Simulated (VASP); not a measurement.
# BN (P6_3/mmc) in VASP: further runs, part 3 of 3

VASP 6.6.1. Earlier steps stand in the parts before.

## (6) Electric field gradients, PBEsol (zz strain of +3 %)

Contents of INCAR:

```
SYSTEM = BN
ALGO = Normal
EDIFF = 1E-8
ENCUT = 520
GGA = PS
ISIF = 2
ISMEAR = -1
LASPH = .True.
LCHARG = .False.
LEFG = .True.
LREAL = .False.
LWAVE = .False.
NBANDS = 16
NELM = 60
PREC = Accurate
SIGMA = 0.02
```

Contents of KPOINTS:

```
k-points
0
Gamma
  11 11 4
  0 0 0
```

Contents of POSCAR:

```
BN
1.0
    2.5039917043      0.0000000000      0.0000000000
   -1.2519958522      2.1685204268      0.0000000000
    0.0000000000      0.0000000000      6.8610360000
B N
2 2
Direct
    0.3333333333      0.6666666667      0.2500000000
    0.6666666667      0.3333333333      0.7500000000
    0.3333333333      0.6666666667      0.7500000000
    0.6666666667      0.3333333333      0.2500000000
```

Potentials or basis: VASP PAW PBE potentials, release 64 (B, N).

Run with:

```bash
$ cat potpaw_PBE.64/B/POTCAR potpaw_PBE.64/N/POTCAR > POTCAR
$ mpirun -np 1 vasp_std > vasp.out
```

OUTCAR:

```text
SYSTEM = BN
   EDIFF = 1E-8
   ENCUT = 520
   GGA = PS
   ISIF = 2
   ISMEAR = -1
   LASPH = .True.
   LREAL = .False.
   NELM = 60
   PREC = Accurate

 ion  position               nearest neighbor table
   1  0.333  0.667  0.250-   4 1.45   4 1.45   4 1.45
   2  0.667  0.333  0.750-   3 1.45   3 1.45   3 1.45
   3  0.333  0.667  0.750-   2 1.45   2 1.45   2 1.45
   4  0.667  0.333  0.250-   1 1.45   1 1.45   1 1.45

  LATTYP: Found a hexagonal cell.
 ALAT       =     2.5039917043
 C/A-ratio  =     2.7400394291

  Lattice vectors:

 A1 = (   2.5039917043,   0.0000000000,   0.0000000000)
[... 684 lines left out ...]
 ion       V_xx      V_yy      V_zz      V_xy      V_xz      V_yz
---------------------------------------------------------------------
   1     -17.300   -17.300    34.599     0.000    -0.000     0.000
   2     -17.300   -17.300    34.599     0.000     0.000    -0.000
   3      -2.208    -2.209     4.417    -0.001     0.000    -0.000
   4      -2.208    -2.209     4.417    -0.001    -0.000     0.000
---------------------------------------------------------------------

 Electric field gradients after diagonalization (V/A^2)
 (convention: |V_zz| > |V_xx| > |V_yy|)
----------------------------------------------------------------------
 ion       V_xx      V_yy      V_zz     asymmetry (V_yy - V_xx)/ V_zz
----------------------------------------------------------------------
   1     -17.300   -17.300    34.599       0.000
   2     -17.300   -17.300    34.599       0.000
   3      -2.209    -2.208     4.417       0.000
   4      -2.209    -2.208     4.417       0.000
----------------------------------------------------------------------

           NMR quadrupolar parameters

 Cq : quadrupolar parameter    Cq=e*Q*V_zz/h
 eta: asymmetry parameters     (V_yy - V_xx)/ V_zz
 Q  : nuclear electric quadrupole moment in mb (millibarn)
----------------------------------------------------------------------
 ion       Cq(MHz)       eta       Q (mb)
----------------------------------------------------------------------
   1       0.084       0.000       1.000
   2       0.084       0.000       1.000
   3       0.011       0.000       1.000
   4       0.011       0.000       1.000
----------------------------------------------------------------------
```

OSZICAR:

```text
N       E                     dE             d eps       ncg     rms          rms(c)
DAV:   1     0.498911215699E+02    0.49891E+02   -0.79848E+03  1560   0.923E+02
DAV:   2    -0.365727482983E+02   -0.86464E+02   -0.78856E+02  2104   0.222E+02
DAV:   3    -0.400203309395E+02   -0.34476E+01   -0.34344E+01  1944   0.439E+01
DAV:   4    -0.400422978801E+02   -0.21967E-01   -0.21963E-01  1976   0.392E+00
DAV:   5    -0.400425067437E+02   -0.20886E-03   -0.20886E-03  1928   0.363E-01    0.110E+01
DAV:   6    -0.369554745098E+02    0.30870E+01   -0.49121E+00  1992   0.168E+01    0.504E+00
DAV:   7    -0.366586455112E+02    0.29683E+00   -0.53241E-01  2048   0.525E+00    0.310E+00
DAV:   8    -0.365735113509E+02    0.85134E-01   -0.22581E-01  1936   0.316E+00    0.468E-01
DAV:   9    -0.365689977418E+02    0.45136E-02   -0.14754E-02  1704   0.967E-01    0.180E-01
DAV:  10    -0.365697495926E+02   -0.75185E-03   -0.11429E-03  1800   0.253E-01    0.306E-02
DAV:  11    -0.365698445983E+02   -0.95006E-04   -0.71601E-05  1888   0.651E-02    0.216E-02
DAV:  12    -0.365698552836E+02   -0.10685E-04   -0.23572E-05  1640   0.320E-02    0.202E-03
DAV:  13    -0.365698553852E+02   -0.10164E-06   -0.54602E-07  2104   0.571E-03    0.944E-04
DAV:  14    -0.365698554544E+02   -0.69223E-07   -0.11161E-07  1632   0.215E-03    0.234E-04
DAV:  15    -0.365698554531E+02    0.13199E-08   -0.81328E-10  1664   0.261E-04
   1 F= -.36569855E+02 E0= -.36569855E+02  d E =-.368505E-12
```

Run time: 53 s. Hardware: 1 thread of Intel Xeon 8259CL, shared host; peak memory 0.16 GiB.

Results:

```
Free energy            : -36.5699 eV
Pressure               : 0.5 GPa
Band gap on the k mesh : 4.28 eV, indirect (least direct gap 4.62 eV)
```

Levels at points of the mesh, in eV from the valence-band top:
```
           k point  band 4  band 5  band 6  band 7  band 8  band 9  band 10  band 11  band 12  band 13
(0.00, 0.00, 0.00)   -4.32   -1.33   -1.33   -1.30   -1.30    4.85     9.77    11.50    11.50    11.59
(0.00, 0.00, 0.50)   -5.35   -1.31   -1.31   -1.31   -1.31    7.07     7.07    11.55    11.55    11.55
```

Electric field gradients, principal values (V/Å²):
| atom | least | middle | greatest (by size) |
| --- | --- | --- | --- |
| 1 B | -17.300 | -17.300 | 34.599 |
| 2 B | -17.300 | -17.300 | 34.599 |
| 3 N | -2.208 | -2.209 | 4.417 |
| 4 N | -2.208 | -2.209 | 4.417 |

Caveat: the cell differs from its parent crystal (zz strain of +3 %); without QUAD_EFG the Cq values of the log hold for a quadrupole moment of 1 mb, not for the nuclei; the PAW data sets were made with another functional, which shifts forces and pressure a little; this functional lacks dispersion, which binds the layers, so the pressure and a relaxed spacing across them are unreliable. A k mesh can miss the band edges.

## (7) Overview

| cell | gap on the mesh (eV) | pressure (GPa) |
| --- | --- | --- |
| a = 2.521, b = 2.521, c = 6.705 Å, angles 90.0, 90.0, 120.0°, 4 atoms | 4.21 | -3.9 |
| a = 2.553, b = 2.553, c = 6.792 Å, angles 90.0, 90.0, 120.0°, 4 atoms | 4.16 | -12.1 |
| a = 2.579, b = 2.579, c = 6.661 Å, angles 90.0, 90.0, 120.0°, 4 atoms | 4.08 | -18.1 |
| a = 2.429, b = 2.429, c = 6.661 Å, angles 90.0, 90.0, 120.0°, 4 atoms | 4.39 | 25.8 |
| a = 2.504, b = 2.504, c = 6.861 Å, angles 90.0, 90.0, 120.0°, 4 atoms | 4.28 | 0.5 |

Alike in all rows: task electric field gradients; level PBEsol; potentials or basis VASP PAW PBE potentials, release 64 (B, N); no spin polarisation; k mesh 11 × 11 × 4; cutoff (eV) 520; smearing fermi-dirac 0.02 eV.

Caveats: the PAW data sets were made with another functional, which shifts forces and pressure a little; this functional lacks dispersion, which binds the layers, so the pressure and a relaxed spacing across them are unreliable.

Absolute energies hang on the potentials; compare differences alone.
